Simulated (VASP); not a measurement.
Wanted: the native input for a VASP 6.6.1 run.

```yaml
Task: single point
Functional: BLYP
Potentials_or_basis: VASP PAW PBE potentials, release 64 (Pd)
Cutoff: 520 eV
k_mesh: 10 × 10 × 10
Occupations: fermi-dirac, width 0.1 eV
Spin: no spin polarisation
Dipole_correction: no
Further_INCAR_settings: ALGO = Normal; EDIFF = 1e-06; NBANDS = 17
```

The structure of Pd lies in POSCAR:

```
Pd
1.0
    0.0000000000      2.9268361568      2.9268361568
    2.9268361568      0.0000000000      2.9268361568
    2.9268361568      2.9268361568      0.0000000000
Pd
2
Direct
    0.1250000000      0.1250000000      0.1250000000
    0.8750000000      0.8750000000      0.8750000000
```

This cell differs from its parent crystal: volume scaled by 0.96.

The input as run:

INCAR

```
SYSTEM = Pd
AGGAC = 1.0 ; AGGAX = 1.0
ALDAC = 0.0 ; ALDAX = 1.0
ALGO = Normal ; EDIFF = 1E-6
ENCUT = 520 ; GGA = B5
ISIF = 2 ; ISMEAR = -1
LASPH = .TRUE. ; LCHARG = .FALSE.
LREAL = .FALSE. ; LWAVE = .FALSE.
NBANDS = 17 ; NELM = 60
PREC = Accurate ; SIGMA = 0.1
```

KPOINTS

```
k-points
0
G
  10 10 10
  0 0 0
```

Potentials or basis: VASP PAW PBE potentials, release 64 (Pd).

Command:

```bash
$ cat potpaw_PBE.64/Pd/POTCAR > POTCAR
$ mpirun -np 1 vasp_std > vasp.out
```

Results of the run:

```
Pressure               : 2.6 GPa
Band gap on the k mesh : zero (band 10 reaches 4.16 eV, above the bottom of band 11 at 3.82 eV)
```

Caveat: the PAW data sets were made with another functional, which shifts forces and pressure a little.

Run time: 26 s on 1 thread of AMD EPYC 9R45 96-Core Processor (Zen 5), with other jobs on the host, peak memory 0.16 GiB.
